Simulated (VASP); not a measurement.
# TiAl (P-6m2) in VASP: further runs, part 2 of 2

VASP 6.6.1.

### 4 Single point, PBEsol

This run uses another cell than the first one, of 16.45 Å³/atom.

INCAR reads:

```
PREC = Accurate
ENCUT = 520
EDIFF = 1E-6
ISMEAR = 0
SIGMA = 0.15
LREAL = F
LASPH = T
NELM = 80
ALGO = Normal
ISIF = 2
LWAVE = F
LCHARG = F
GGA = PS
NBANDS = 14
```

KPOINTS reads:

```
Automatic mesh
0
Gamma
  18 18 10
```

POSCAR reads:

```
TiAl
1.0
    2.9899000000      0.0000000000      0.0000000000
   -1.4949500000      2.5893293548      0.0000000000
    0.0000000000      0.0000000000      4.2497000000
Ti Al
1 1
Direct
    0.0000000000      0.0000000000      0.0000000000
    0.3333333333      0.6666666667      0.5000000000
```

Potentials or basis: VASP PAW PBE potentials, release 64 (Ti_sv, Al).

On the command line:

```
cat potpaw_PBE.64/Ti_sv/POTCAR potpaw_PBE.64/Al/POTCAR > POTCAR
mpirun -np 1 vasp_std > vasp.out
```

OUTCAR:

```text
PREC = Accurate
   ENCUT = 520
   EDIFF = 1E-6
   ISMEAR = 0
   LREAL = F
   LASPH = T
   NELM = 80
   ISIF = 2
   GGA = PS

 ion  position               nearest neighbor table
   1  0.000  0.000  0.000-   2 2.74   2 2.74   2 2.74   2 2.74   2 2.74   2 2.74
   2  0.333  0.667  0.500-   1 2.74   1 2.74   1 2.74   1 2.74   1 2.74   1 2.74

  LATTYP: Found a hexagonal cell.
 ALAT       =     2.9899000000
 C/A-ratio  =     1.4213518847

  Lattice vectors:

 A1 = (   2.9899000000,   0.0000000000,   0.0000000000)
 A2 = (  -1.4949500000,   2.5893293548,   0.0000000000)
 A3 = (   0.0000000000,   0.0000000000,   4.2497000000)

Analysis of symmetry for initial positions (statically):
=====================================================================
 Subroutine PRICEL returns:
 Original cell was already a primitive cell.

 Routine SETGRP: Setting up the symmetry group for a
 hexagonal supercell.

 Subroutine GETGRP returns: Found 12 space group operations
 (whereof 12 operations were pure point group operations)
 out of a pool of 24 trial point group operations.

The static configuration has the point symmetry D_3h.

Analysis of symmetry for dynamics (positions and initial velocities):
=====================================================================
 Subroutine PRICEL returns:
 Original cell was already a primitive cell.

 Routine SETGRP: Setting up the symmetry group for a
 hexagonal supercell.

 Subroutine GETGRP returns: Found 12 space group operations
 (whereof 12 operations were pure point group operations)
 out of a pool of 24 trial point group operations.

The dynamic configuration has the point symmetry D_3h.

 Subroutine INISYM returns: Found 12 space group operations
 (whereof 12 operations are pure point group operations),
 and found     1 'primitive' translations

----------------------------------------------------------------------------------------

                                     Primitive cell

  volume of cell :      32.9005

  direct lattice vectors                    reciprocal lattice vectors
     2.989900000  0.000000000  0.000000000     0.334459346  0.193100194  0.000000000
    -1.494950000  2.589329355  0.000000000     0.000000000  0.386200387  0.000000000
     0.000000000  0.000000000  4.249700000     0.000000000  0.000000000  0.235310728

  length of vectors
     2.989900000  2.989900000  4.249700000     0.386200387  0.386200387  0.235310728

  position of ions in fractional coordinates (direct lattice)
     0.000000000  0.000000000  0.000000000
     0.333333333  0.666666667  0.500000000

  ion indices of the primitive-cell ions
   primitive index   ion index
                 1           1
                 2           2

----------------------------------------------------------------------------------------

 KPOINTS: Automatic mesh

Automatic generation of k-mesh.
 Grid dimensions read from file:
 generate k-points for:   18   18   10

 Generating k-lattice:

  Cartesian coordinates                     Fractional coordinates (reciprocal lattice)
     0.018581075  0.010727789  0.000000000     0.055555556  0.000000000  0.000000000
     0.000000000  0.021455577  0.000000000     0.000000000  0.055555556  0.000000000
     0.000000000  0.000000000  0.023531073     0.000000000  0.000000000  0.100000000
[... 40 lines left out ...]
   number of dos      NEDOS =    301   number of ions     NIONS =      2
   total plane-waves  NPLWV =  18432
   dimension x,y,z NGX =    24 NGY =   24 NGZ =   32
   dimension x,y,z NGXF=    48 NGYF=   48 NGZF=   64
   ions per type =               1   1
   NGX,Y,Z   is equivalent  to a cutoff of  13.34, 13.34, 12.52 a.u.
   NGXF,Y,Z  is equivalent  to a cutoff of  26.69, 26.69, 25.04 a.u.
 SYSTEM =  unknown system
   PREC   = accura    normal or accurate (medium, high low for compatibility)
   ISTART =      0    job   : 0-new  1-cont  2-samecut
   ICHARG =      2    charge: 1-file 2-atom 10-const
   ISPIN  =      1    spin polarized calculation?
   LNONCOLLINEAR =      F non collinear calculations
   LSORBIT =      F    spin-orbit coupling
   LASPH  =      T    aspherical Exc in radial PAW
   ENCUT  =  520.0 eV  38.22 Ry    6.18 a.u.   5.56  5.56  7.90*2*pi/ulx,y,z
   NELM   =     80;   NELMIN=  2; NELMDL= -5     # of ELM steps
   EDIFF  = 0.1E-05   stopping-criterion for ELM
   LREAL  =      F    real-space projection
   EDIFFG = 0.1E-04   stopping-criterion for IOM
   NSW    =      0    number of steps for IOM
   IBRION =     -1    ionic relax: 0-MD 1-quasi-New 2-CG
   NFREE  =      0    steps in history (QN), initial steepest desc. (CG)
   ISIF   =      2    stress and relaxation
   ISYM   =      2    0-nonsym 1-usesym 2-fastsym
   POTIM  = 0.5000    time-step for ionic-motion
   TEBEG  =    0.0;   TEEND  =   0.0 temperature during run
   PSTRESS=    0.0 pullay stress
   NELECT =      15.0000    total number of electrons
   NUPDOWN=      -1.0000    fix difference up-down
   EMIN   =  10.00;   EMAX   =-10.00  energy-range for DOS
   EFERMI =   0.00;   METHOD = LEGACY
   ISMEAR =     0;   SIGMA  =   0.15  broadening in eV -4-tet -1-fermi 0-gaus
   EFERMI_NEDOS =   21; number of points for ismear=-14 and -15
   IALGO  =     38    algorithm
   IMIX   =      4    mixing-type and parameters
     AMIX     =   0.40;   BMIX     =  1.00
     AMIX_MAG =   1.60;   BMIX_MAG =  1.00
  volume/ion in A,a.u.               =      16.45       111.01
  Fermi-wavevector in a.u.,A,eV,Ry     =   1.260002  2.381058 21.600672  1.587605
  Thomas-Fermi vector in A             =   2.393533
   LORBIT       =      0    0 simple, 1 ext, 2 COOP (PROOUT), +10 PAW based schemes
   GGA     = PS    functional components
   LHFCALC =     F    Hartree Fock is set to
   AEXX    =    0.0000 exact exchange contribution
   IVDW    =     0    specifies the selected vdW correction
   LEPSILON=     F    determine dielectric tensor
   LRPA    =     F    only Hartree local field effects (RPA)
 non-spin polarized calculation
 Gauss-broadening in eV      SIGMA  =   0.15
  energy-cutoff  :      520.00
  volume of cell :       32.90
 maximum number of plane-waves:       916
 NGX is ok and might be reduce to    24
   NGX = 11   NGY = 11   NGZ = 15

 number of electron      14.9999999 magnetization

 Free energy of the ion-electron system (eV)
  ---------------------------------------------------
  ext. energy  EPLUGINS =         0.00000000
  ---------------------------------------------------
  free energy    TOTEN  =       -12.80149840 eV

  energy without entropy =      -12.77073472  energy(sigma->0) =      -12.78611656

 E-fermi :   7.8109     XC(G=0): -11.0831

 val. band max:        7.8075338548   @ k =   0.2222   0.1667   0.3000
 cond. band min:       7.8114178163   @ k =   0.3889   0.0000   0.5000
 fundamental gap:      0.0038839615
 Fermi energy:         7.8108744423

 k-point     1 :       0.0000    0.0000    0.0000
  band No.  band energies     occupation
      1     -48.5048      2.00000
      2     -24.9436      2.00000
      3     -24.6087      2.00000
      4     -24.6087      2.00000
      5      -0.9106      2.00000
      6       5.9849      2.00000
      7       7.2147      2.00000
      8       8.9470      0.00000
      9       8.9470      0.00000
     10      10.1891      0.00000
     11      10.1891      0.00000
     12      13.4053      0.00000
     13      19.3053      0.00000
     14      19.3053      0.00000
[... 377 lines left out ...]
      1     -48.4454      2.00000
      2     -24.9835      2.00000
      3     -24.8792      2.00000
      4     -24.7284      2.00000
      5       3.4116      2.00000
      6       5.4772      2.00000
      7       6.5811      2.00000
      8       7.0654      2.00000
      9       9.1702      0.00000
     10      10.8837      0.00000
     11      11.9573      0.00000
     12      13.0971      0.00000
     13      13.1967      0.00000
     14      14.6419      0.00000

 [... further k-points ...]

------------------------ aborting loop because EDIFF is reached ----------------------------------------

  FORCE on cell =-STRESS in cart. coord.  units (eV):
  Direction    XX          YY          ZZ          XY          YZ          ZX
  --------------------------------------------------------------------------------------
  -------------------------------------------------------------------------------------
  Total       -0.8356482     -0.8356482      2.3743824      0.0000000     -0.0000000      0.0000000
  in kB      -40.6941341    -40.6941341    115.6269351      0.0000000     -0.0000000      0.0000000
  external PRESSURE =      11.4128890 kB  Pullay stress =       0.0000000 kB

 VOLUME and BASIS-vectors are now :
 -----------------------------------------------------------------------------
  energy-cutoff  :      520.00
  volume of cell :       32.90
      direct lattice vectors                 reciprocal lattice vectors
     2.989900000  0.000000000  0.000000000     0.334459346  0.193100194  0.000000000
    -1.494950000  2.589329355  0.000000000     0.000000000  0.386200387  0.000000000
     0.000000000  0.000000000  4.249700000     0.000000000  0.000000000  0.235310728

 POSITION                                       TOTAL-FORCE (eV/Angst)
 -----------------------------------------------------------------------------------
      0.00000      0.00000      0.00000        -0.000000      0.000000      0.000000
     -0.00000      1.72622      2.12485         0.000000      0.000000      0.000000
 -----------------------------------------------------------------------------------
    total drift:                                0.000000     -0.000000      0.000000

  FREE ENERGIE OF THE ION-ELECTRON SYSTEM (eV)
  ---------------------------------------------------
  free  energy   TOTEN  =       -12.8014983963 eV

  energy  without entropy=      -12.7707347232  energy(sigma->0) =      -12.78611656
```

Wall time 30 s (1 thread of Intel Xeon 6975P-C (Granite Rapids), shared host); peak memory 0.23 GiB.

What came out:

```
Free energy            : -12.8015 eV
Pressure               : 1.1 GPa
Band gap on the k mesh : zero (an odd number of electrons rules out a gap without spin polarisation)
```

Levels at points of the mesh, in eV from the Fermi level:
| k point | band 6 | band 7 | band 8 | band 9 | band 10 | band 11 |
| --- | --- | --- | --- | --- | --- | --- |
| (0.00, 0.00, 0.00) | -1.83 | -0.60 | 1.14 | 1.14 | 2.38 | 2.38 |
| (0.50, 0.00, 0.00) | -3.10 | -1.36 | -0.83 | 1.76 | 3.54 | 4.29 |
| (0.00, 0.00, 0.50) | -5.03 | 0.30 | 1.18 | 1.18 | 2.17 | 2.17 |
| (0.50, 0.00, 0.50) | -2.19 | -1.81 | 0.36 | 1.23 | 1.32 | 3.54 |

Caveat: the stress differs along the axes, from -4 to 12 GPa; the PAW data sets were made with another functional, which shifts forces and pressure a little.

### 5 Single point, PBEsol

This run uses another cell than the first one, of 16.48 Å³/atom.

INCAR reads:

```
PREC = Accurate
ENCUT = 520
EDIFF = 1E-6
ISMEAR = 0
SIGMA = 0.15
LREAL = False
LASPH = True
NELM = 80
ALGO = Normal
ISIF = 2
LWAVE = False
LCHARG = False
GGA = PS
NBANDS = 14
```

KPOINTS reads:

```
regular mesh
0
Gamma
  18 18 10
```

POSCAR reads:

```
TiAl
1.0
    2.7621000000      0.0000000000      0.0000000000
   -1.3810500000      2.3920487678      0.0000000000
    0.0000000000      0.0000000000      4.9887000000
Ti Al
1 1
Direct
    0.0000000000      0.0000000000      0.0000000000
    0.3333333333      0.6666666667      0.5000000000
```

On the command line:

```
cat potpaw_PBE.64/Ti_sv/POTCAR potpaw_PBE.64/Al/POTCAR > POTCAR
mpirun -np 1 vasp_std > vasp.out
```

Wall time 35 s (1 thread of Intel Xeon 6975P-C (Granite Rapids), shared host); peak memory 0.24 GiB.

Results (log left out):

* Free energy: -12.8135 eV
* Pressure: -1.8 GPa
* Band gap on the k mesh: zero (an odd number of electrons rules out a gap without spin polarisation)

Stress tensor (GPa, compression positive):
```
  4.33   0.00   0.00
  0.00   4.33   0.00
  0.00   0.00 -14.02
```

Levels at points of the mesh, in eV from the Fermi level:
```tsv
k point	band 5	band 6	band 7	band 8	band 9	band 10
(0.00, 0.00, 0.00)	-9.27	-2.82	-2.64	1.27	1.27	2.69
(0.50, 0.00, 0.00)	-3.66	-2.65	-1.71	-1.31	2.30	3.71
(0.00, 0.00, 0.50)	-8.61	-5.55	-1.06	1.28	1.28	2.99
(0.50, 0.00, 0.50)	-3.59	-2.58	-2.01	0.66	0.86	2.10
```

Caveat: the stress differs along the axes, from -14 to 4 GPa; the PAW data sets were made with another functional, which shifts forces and pressure a little.

### 6 Overview

```csv
cell,gap on the mesh (eV),pressure (GPa)
"a = 2.933, b = 2.933, c = 4.373 Å, angles 90.0, 90.0, 120.0°, 2 atoms",none,1.2
"a = 2.705, b = 2.705, c = 5.173 Å, angles 90.0, 90.0, 120.0°, 2 atoms",none,-0.1
"a = 2.990, b = 2.990, c = 4.250 Å, angles 90.0, 90.0, 120.0°, 2 atoms",none,1.1
"a = 2.762, b = 2.762, c = 4.989 Å, angles 90.0, 90.0, 120.0°, 2 atoms",none,-1.8
```

Alike in all rows: task single point; level PBEsol; potentials or basis VASP PAW PBE potentials, release 64 (Ti_sv, Al); no spin polarisation; k mesh 18 × 18 × 10; cutoff (eV) 520; smearing gaussian 0.15 eV.

Caveats: the PAW data sets were made with another functional, which shifts forces and pressure a little; the stress differs along the axes, from -2 to 8 GPa (at least some runs); the stress differs along the axes, from -20 to 10 GPa (at least some runs); the stress differs along the axes, from -4 to 12 GPa (at least some runs); the stress differs along the axes, from -14 to 4 GPa (at least some runs).

Absolute energies hang on the potentials; compare differences alone.
